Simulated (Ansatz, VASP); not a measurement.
# SnSe: VASP beside Ansatz

```
Sn Se
1.0
     3.95165    0.00000    0.00000
     1.97582    3.42223    0.00000
     1.97582    1.14074    3.22651
Sn Se
1 1
Cartesian
  0.0000 0.0000 0.0000
  3.9516 2.2815 1.6133
```

Alike in both runs: functional PBE; dispersion D3(BJ); k mesh 8 × 8 × 8; occupations gaussian, width 0.15 eV; collinear spin.

|  | VASP | Ansatz |
| --- | --- | --- |
| version | VASP 6.6.1 | Ansatz 0.2.0 |
| potentials or method | VASP PAW PBE potentials, release 64 (Sn_d, Se), cutoff 520 eV | all-electron LAPW, scalar-relativistic |
| task | single point | density of states |

|  | VASP | Ansatz | Ansatz less VASP |
| --- | --- | --- | --- |
| gap on the k mesh at the Fermi level (eV) | 0.52 | 0.52 | +0.002 |
| least direct gap on the mesh (eV) | 0.58 | 0.59 | +0.006 |
| pressure (GPa) | 16.6 | 16.6 | -0.08 |
| net moment per atom (μB) | 0.00 | 0.00 | 0.000 |

Ansatz ran all-electron here, and VASP with PAW potentials.
